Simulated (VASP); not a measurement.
# Ti2CuAs3: single point with PBE

Crystal: Ti2CuAs3.

```
As Ti Cu
1.0
     3.74112    0.00000    0.00000
     0.00000    3.74112    0.00000
     0.00000    0.00000    8.24204
As Ti Cu
3 2 1
Direct
  0.00000 0.50000 0.38350
  0.50000 0.00000 0.61650
  0.50000 0.50000 0.00000
  0.00000 0.50000 0.73150
  0.50000 0.00000 0.26850
  0.00000 0.00000 0.00000
```

* Program: VASP 6.6.1
* Task: single point
* Functional: PBE
* Potentials or basis: VASP PAW PBE potentials, release 64 (As, Ti_sv, Cu)
* Cutoff: 520 eV
* k mesh: 9 × 9 × 4
* Occupations: fermi-dirac, width 0.0723 eV
* Spin: no spin polarisation
* Dipole correction: no
* k mesh for the DOS: 14 × 14 × 6
* Occupations for the DOS: tetrahedron
* Further INCAR settings: ALGO = Normal; EDIFF = 1e-07; NBANDS = 34

```
Valence electrons inside the program's atomic spheres : As 2.70, 2.71 (each value once); Ti 10.03; Cu 9.89
```

Levels at points of the mesh, in eV from the Fermi level:
```
           k point  band 22  band 23  band 24  band 25  band 26  band 27  band 28  band 29
(0.00, 0.00, 0.00)    -1.07    -0.90    -0.61     0.53     0.53     0.87     0.96     0.97
(0.50, 0.00, 0.00)    -1.07    -0.90    -0.89     0.35     0.46     0.74     1.28     1.45
(0.50, 0.50, 0.00)    -1.78    -1.69    -1.69    -1.53    -1.21     0.15     1.63     1.63
(0.00, 0.00, 0.50)    -1.17    -0.90    -0.45    -0.43     0.74     0.74     0.95     0.95
(0.50, 0.00, 0.50)    -1.22    -1.22    -0.35     0.13     0.46     0.86     1.50     1.51
(0.50, 0.50, 0.50)    -1.88    -1.42    -1.30    -1.30    -1.30     0.15     1.45     1.45
```

Wall time 11 min on 1 thread of Intel(R) Xeon(R) Platinum 8259CL CPU @ 2.50GHz (Skylake/Cascade Lake) (shared host), peak memory 0.62 GiB.
